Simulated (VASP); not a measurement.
Here is a VASP 6.6.1 calculation.

The input INCAR:

```
PREC = Accurate
ENCUT = 520
EDIFF = 1E-6
ISMEAR = -1
SIGMA = 0.05
LREAL = False
LASPH = True
NELM = 60
ALGO = Normal
ISIF = 2
LWAVE = False
LCHARG = False
GGA = PE
NBANDS = 11
```

Contents of KPOINTS:

```
Automatic mesh
0
Gamma
  14 14 14
```

The input POSCAR:

```
Hf
1.0
   -1.7681529262      1.7681529262      1.7681529262
    1.7681529262     -1.7681529262      1.7681529262
    1.7681529262      1.7681529262     -1.7681529262
Hf
1
Direct
    0.0000000000      0.0000000000      0.0000000000
```

Potentials or basis: VASP PAW PBE potentials, release 64 (Hf_pv).

Launch:

```sh
$ cat potpaw_PBE.64/Hf_pv/POTCAR > POTCAR
$ mpirun -np 1 vasp_std > vasp.out
```

Task: What does it give for the pressure?

Result: 0.4 GPa.

Task: What does it give for the band gap on the k mesh?

Result: Zero (band 5 reaches 6.19 eV, above the bottom of band 6 at 3.89 eV).

Caveat: spin-orbit coupling is left out, which moves the levels of the heavy elements.
